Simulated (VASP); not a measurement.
# SrO (Fm-3m) in VASP: single point with LDA

Aim: the single point of SrO with LDA.

Everything below comes from runs of VASP 6.6.1. Logs are shortened: lines on timing, memory, paths and dates and some standing lists are left out, and cuts for length are marked.

### 1 The cell of the first run

Symmetry: Fm-3m, No. 225, cubic system. The conventional cell has a = 5.140 Å, b = 5.140 Å, c = 5.140 Å, α = 90.00°, β = 90.00°, γ = 90.00°. Within 3.4 Å of Sr (site symmetry m-3m) lie 6 O at 2.57 Å. Within 3.4 Å of O (site symmetry m-3m) lie 6 Sr at 2.57 Å.

### 2 Single point, LDA

INCAR reads:

```
ALGO = Normal
EDIFF = 1E-6
ENCUT = 600
GGA = CA
GGA_COMPAT = False
ISIF = 2
ISMEAR = 0
LASPH = True
LCHARG = False
LREAL = False
LWAVE = False
NBANDS = 15
NELM = 120
PREC = Accurate
SIGMA = 0.1
```

KPOINTS reads:

```
k-points
0
Gamma
  6 6 6
```

POSCAR reads:

```
SrO
1.0
    0.0000000000      2.5698000000      2.5698000000
    2.5698000000      0.0000000000      2.5698000000
    2.5698000000      2.5698000000      0.0000000000
Sr O
1 1
Direct
    0.0000000000      0.0000000000      0.0000000000
    0.5000000000      0.5000000000      0.5000000000
```

Potentials or basis: VASP PAW LDA potentials, release 64 (Sr_sv, O).

On the command line:

```
$ cat potpaw_LDA.64/Sr_sv/POTCAR potpaw_LDA.64/O/POTCAR > POTCAR
$ mpirun -np 1 vasp_std > vasp.out
```

OUTCAR:

```text
EDIFF = 1E-6
   ENCUT = 600
   GGA = CA
   ISIF = 2
   ISMEAR = 0
   LASPH = True
   LREAL = False
   NELM = 120
   PREC = Accurate

 ion  position               nearest neighbor table
   1  0.000  0.000  0.000-   2 2.57   2 2.57   2 2.57   2 2.57   2 2.57   2 2.57
   2  0.500  0.500  0.500-   1 2.57   1 2.57   1 2.57   1 2.57   1 2.57   1 2.57

  LATTYP: Found a face centered cubic cell.
 ALAT       =     5.1396000000

  Lattice vectors:

 A1 = (   0.0000000000,   2.5698000000,   2.5698000000)
 A2 = (   2.5698000000,   0.0000000000,   2.5698000000)
 A3 = (   2.5698000000,   2.5698000000,   0.0000000000)

Analysis of symmetry for initial positions (statically):
=====================================================================
 Subroutine PRICEL returns:
 Original cell was already a primitive cell.

 Routine SETGRP: Setting up the symmetry group for a
 face centered cubic supercell.

 Subroutine GETGRP returns: Found 48 space group operations
 (whereof 48 operations were pure point group operations)
 out of a pool of 48 trial point group operations.

The static configuration has the point symmetry O_h .

Analysis of symmetry for dynamics (positions and initial velocities):
=====================================================================
 Subroutine PRICEL returns:
 Original cell was already a primitive cell.

 Routine SETGRP: Setting up the symmetry group for a
 face centered cubic supercell.

 Subroutine GETGRP returns: Found 48 space group operations
 (whereof 48 operations were pure point group operations)
 out of a pool of 48 trial point group operations.

The dynamic configuration has the point symmetry O_h .

 Subroutine INISYM returns: Found 48 space group operations
 (whereof 48 operations are pure point group operations),
 and found     1 'primitive' translations

----------------------------------------------------------------------------------------

                                     Primitive cell

  volume of cell :      33.9413

  direct lattice vectors                    reciprocal lattice vectors
     0.000000000  2.569800000  2.569800000    -0.194567671  0.194567671  0.194567671
     2.569800000  0.000000000  2.569800000     0.194567671 -0.194567671  0.194567671
     2.569800000  2.569800000  0.000000000     0.194567671  0.194567671 -0.194567671

  length of vectors
     3.634246013  3.634246013  3.634246013     0.337001091  0.337001091  0.337001091

  position of ions in fractional coordinates (direct lattice)
     0.000000000  0.000000000  0.000000000
     0.500000000  0.500000000  0.500000000

  ion indices of the primitive-cell ions
   primitive index   ion index
                 1           1
                 2           2

----------------------------------------------------------------------------------------

 KPOINTS: k-points

Automatic generation of k-mesh.
 Grid dimensions read from file:
 generate k-points for:    6    6    6

 Generating k-lattice:

  Cartesian coordinates                     Fractional coordinates (reciprocal lattice)
    -0.032427945  0.032427945  0.032427945     0.166666667  0.000000000  0.000000000
     0.032427945 -0.032427945  0.032427945     0.000000000  0.166666667  0.000000000
     0.032427945  0.032427945 -0.032427945     0.000000000  0.000000000  0.166666667

  Length of vectors
     0.056166849  0.056166849  0.056166849

  Shift w.r.t. Gamma in fractional coordinates (k-lattice)
     0.000000000  0.000000000  0.000000000

 Subroutine IBZKPT returns following result:
 ===========================================

 Found     16 irreducible k-points:

 Following reciprocal coordinates:
            Coordinates               Weight
  0.000000  0.000000  0.000000      1.000000
  0.166667  0.000000  0.000000      8.000000
  0.333333  0.000000  0.000000      8.000000
  0.500000  0.000000  0.000000      4.000000
  0.166667  0.166667  0.000000      6.000000
  0.333333  0.166667  0.000000     24.000000
[... 8 lines left out ...]
 -0.333333  0.333333  0.166667     24.000000
 -0.333333  0.500000  0.166667     12.000000
   k-points           NKPTS =     16   k-points in BZ     NKDIM =     16   number of bands    NBANDS=     15
   number of dos      NEDOS =    301   number of ions     NIONS =      2
   total plane-waves  NPLWV =  27000
   dimension x,y,z NGX =    30 NGY =   30 NGZ =   30
   dimension x,y,z NGXF=    60 NGYF=   60 NGZF=   60
   ions per type =               1   1
   NGX,Y,Z   is equivalent  to a cutoff of  13.72, 13.72, 13.72 a.u.
   NGXF,Y,Z  is equivalent  to a cutoff of  27.45, 27.45, 27.45 a.u.
 SYSTEM =  unknown system
   PREC   = accura    normal or accurate (medium, high low for compatibility)
   ISTART =      0    job   : 0-new  1-cont  2-samecut
   ICHARG =      2    charge: 1-file 2-atom 10-const
   ISPIN  =      1    spin polarized calculation?
   LNONCOLLINEAR =      F non collinear calculations
   LSORBIT =      F    spin-orbit coupling
   LASPH  =      T    aspherical Exc in radial PAW
   ENCUT  =  600.0 eV  44.10 Ry    6.64 a.u.   7.26  7.26  7.26*2*pi/ulx,y,z
   NELM   =    120;   NELMIN=  2; NELMDL= -5     # of ELM steps
   EDIFF  = 0.1E-05   stopping-criterion for ELM
   LREAL  =      F    real-space projection
   EDIFFG = 0.1E-04   stopping-criterion for IOM
   NSW    =      0    number of steps for IOM
   IBRION =     -1    ionic relax: 0-MD 1-quasi-New 2-CG
   NFREE  =      0    steps in history (QN), initial steepest desc. (CG)
   ISIF   =      2    stress and relaxation
   ISYM   =      2    0-nonsym 1-usesym 2-fastsym
   POTIM  = 0.5000    time-step for ionic-motion
   TEBEG  =    0.0;   TEEND  =   0.0 temperature during run
   PSTRESS=    0.0 pullay stress
   NELECT =      16.0000    total number of electrons
   NUPDOWN=      -1.0000    fix difference up-down
   EMIN   =  10.00;   EMAX   =-10.00  energy-range for DOS
   EFERMI =   0.00;   METHOD = LEGACY
   ISMEAR =     0;   SIGMA  =   0.10  broadening in eV -4-tet -1-fermi 0-gaus
   EFERMI_NEDOS =   21; number of points for ismear=-14 and -15
   IALGO  =     38    algorithm
   IMIX   =      4    mixing-type and parameters
     AMIX     =   0.40;   BMIX     =  1.00
     AMIX_MAG =   1.60;   BMIX_MAG =  1.00
  volume/ion in A,a.u.               =      16.97       114.52
  Fermi-wavevector in a.u.,A,eV,Ry     =   1.274106  2.407711 22.086959  1.623346
  Thomas-Fermi vector in A             =   2.406892
   LORBIT       =      0    0 simple, 1 ext, 2 COOP (PROOUT), +10 PAW based schemes
   GGA     = CA    functional components
   LHFCALC =     F    Hartree Fock is set to
   AEXX    =    0.0000 exact exchange contribution
   IVDW    =     0    specifies the selected vdW correction
   LEPSILON=     F    determine dielectric tensor
   LRPA    =     F    only Hartree local field effects (RPA)
 non-spin polarized calculation
 Gauss-broadening in eV      SIGMA  =   0.10
  energy-cutoff  :      600.00
  volume of cell :       33.94
 maximum number of plane-waves:      1158
 NGX is ok and might be reduce to    30
   NGX = 15   NGY = 15   NGZ = 15

 number of electron      15.9999997 magnetization

 Free energy of the ion-electron system (eV)
  ---------------------------------------------------
  ext. energy  EPLUGINS =         0.00000000
  ---------------------------------------------------
  free energy    TOTEN  =       -13.37655436 eV

  energy without entropy =      -13.37655436  energy(sigma->0) =      -13.37655436

 E-fermi :   1.9061     XC(G=0): -10.5338

 val. band max:        1.3488021894   @ k =   0.0000   0.0000   0.0000
 cond. band min:       4.4481966107   @ k =   0.5000   0.5000   0.0000
 fundamental gap:      3.0993944213
 Fermi energy:         1.9060583799

 k-point     1 :       0.0000    0.0000    0.0000
  band No.  band energies     occupation
      1     -30.7301      2.00000
      2     -13.4125      2.00000
      3     -12.4550      2.00000
      4     -12.4550      2.00000
      5     -12.4550      2.00000
      6       1.3488      2.00000
      7       1.3488      2.00000
      8       1.3488      2.00000
      9       5.1599      0.00000
     10       7.4568      0.00000
     11       7.4568      0.00000
     12       7.4568      0.00000
     13       9.6841      0.00000
     14       9.6841      0.00000
     15      13.7981      0.00000

 k-point     2 :       0.1667    0.0000    0.0000
  band No.  band energies     occupation
      1     -30.6942      2.00000
      2     -14.0351      2.00000
      3     -12.4769      2.00000
      4     -12.4769      2.00000
      5     -11.9176      2.00000
      6       0.5950      2.00000
      7       1.0119      2.00000
      8       1.0119      2.00000
      9       6.3295      0.00000
     10       7.2429      0.00000
     11       8.0009      0.00000
     12       8.0009      0.00000
     13      10.3932      0.00000
     14      10.3932      0.00000
     15      15.4998      0.00000

 k-point     3 :       0.3333    0.0000    0.0000
  band No.  band energies     occupation
      1     -30.6211      2.00000
      2     -14.7632      2.00000
      3     -12.5198      2.00000
      4     -12.5198      2.00000
      5     -11.3604      2.00000
      6      -0.4645      2.00000
      7       0.4373      2.00000
      8       0.4373      2.00000
      9       7.4294      0.00000
     10       8.4685      0.00000
     11       9.3241      0.00000
     12       9.3241      0.00000
     13      11.9841      0.00000
     14      11.9841      0.00000
     15      17.1269      0.00000

 k-point     4 :       0.5000    0.0000    0.0000
  band No.  band energies     occupation
      1     -30.5840      2.00000
      2     -15.0484      2.00000
      3     -12.5407      2.00000
      4     -12.5407      2.00000
      5     -11.1606      2.00000
      6      -0.8976      2.00000
      7       0.1856      2.00000
      8       0.1856      2.00000
      9       7.8019      0.00000
     10       9.6304      0.00000
     11      10.1603      0.00000
     12      10.1603      0.00000
     13      13.3184      0.00000
     14      13.3184      0.00000
     15      16.0366      0.00000
[... 163 lines left out ...]
 k-point    14 :       0.5000    0.3333    0.1667
  band No.  band energies     occupation
      1     -30.5750      2.00000
      2     -14.5034      2.00000
      3     -12.8957      2.00000
      4     -12.7156      2.00000
      5     -11.7155      2.00000
      6      -0.0270      2.00000
      7       0.5047      2.00000
      8       0.9818      2.00000
      9       6.2682      0.00000
     10       8.4594      0.00000
     11      10.1235      0.00000
     12      10.7524      0.00000
     13      12.1631      0.00000
     14      13.4085      0.00000
     15      15.4874      0.00000

 k-point    15 :      -0.3333    0.3333    0.1667
  band No.  band energies     occupation
      1     -30.5510      2.00000
      2     -14.4896      2.00000
      3     -13.0177      2.00000
      4     -12.8596      2.00000
      5     -11.6863      2.00000
      6      -0.0188      2.00000
      7       0.6653      2.00000
      8       0.7300      2.00000
      9       7.4422      0.00000
     10       7.5628      0.00000
     11      10.3261      0.00000
     12      11.4460      0.00000
     13      12.8332      0.00000
     14      14.1179      0.00000
     15      14.9805      0.00000

 k-point    16 :      -0.3333    0.5000    0.1667
  band No.  band energies     occupation
      1     -30.5403      2.00000
      2     -14.0341      2.00000
      3     -13.3182      2.00000
      4     -13.0056      2.00000
      5     -11.9934      2.00000
      6       0.4428      2.00000
      7       0.8905      2.00000
      8       1.0068      2.00000
      9       5.8569      0.00000
     10       8.8232      0.00000
     11       9.7994      0.00000
     12      12.3762      0.00000
     13      12.5182      0.00000
     14      14.0995      0.00000
     15      14.7648      0.00000

------------------------ aborting loop because EDIFF is reached ----------------------------------------

  FORCE on cell =-STRESS in cart. coord.  units (eV):
  Direction    XX          YY          ZZ          XY          YZ          ZX
  --------------------------------------------------------------------------------------
  -------------------------------------------------------------------------------------
  Total       -0.7620029     -0.7620029     -0.7620029      0.0000000      0.0000000     -0.0000000
  in kB      -35.9699018    -35.9699018    -35.9699018      0.0000000      0.0000000     -0.0000000
  external PRESSURE =     -35.9699018 kB  Pullay stress =       0.0000000 kB

 VOLUME and BASIS-vectors are now :
 -----------------------------------------------------------------------------
  energy-cutoff  :      600.00
  volume of cell :       33.94
      direct lattice vectors                 reciprocal lattice vectors
     0.000000000  2.569800000  2.569800000    -0.194567671  0.194567671  0.194567671
     2.569800000  0.000000000  2.569800000     0.194567671 -0.194567671  0.194567671
     2.569800000  2.569800000  0.000000000     0.194567671  0.194567671 -0.194567671

 POSITION                                       TOTAL-FORCE (eV/Angst)
 -----------------------------------------------------------------------------------
      0.00000      0.00000      0.00000         0.000000     -0.000000      0.000000
      2.56980      2.56980      2.56980        -0.000000      0.000000     -0.000000
 -----------------------------------------------------------------------------------
    total drift:                                0.000000      0.000000      0.000000

  FREE ENERGIE OF THE ION-ELECTRON SYSTEM (eV)
  ---------------------------------------------------
  free  energy   TOTEN  =       -13.3765543573 eV

  energy  without entropy=      -13.3765543573  energy(sigma->0) =      -13.37655436
```

Run time: 13 s. Hardware: 1 thread of AMD EPYC 7R43 (Zen 3), shared host; peak memory 0.12 GiB.

Results:

* Free energy: -13.3766 eV
* Pressure: -3.6 GPa
* Band gap on the k mesh: 3.10 eV, indirect (least direct gap 3.18 eV)

Levels at points of the mesh, in eV from the valence-band top:
| k point | band 5 | band 6 | band 7 | band 8 | band 9 | band 10 | band 11 | band 12 |
| --- | --- | --- | --- | --- | --- | --- | --- | --- |
| (0.00, 0.00, 0.00) | -13.80 | 0.00 | 0.00 | 0.00 | 3.81 | 6.11 | 6.11 | 6.11 |
| (0.50, 0.00, 0.00) | -12.51 | -2.25 | -1.16 | -1.16 | 6.45 | 8.28 | 8.81 | 8.81 |
| (0.50, 0.50, 0.00) | -14.19 | -0.42 | -0.08 | -0.08 | 3.10 | 7.77 | 10.19 | 10.20 |

A k mesh can miss the band edges. LDA gaps usually lie below the measured ones, often by a third to a half.
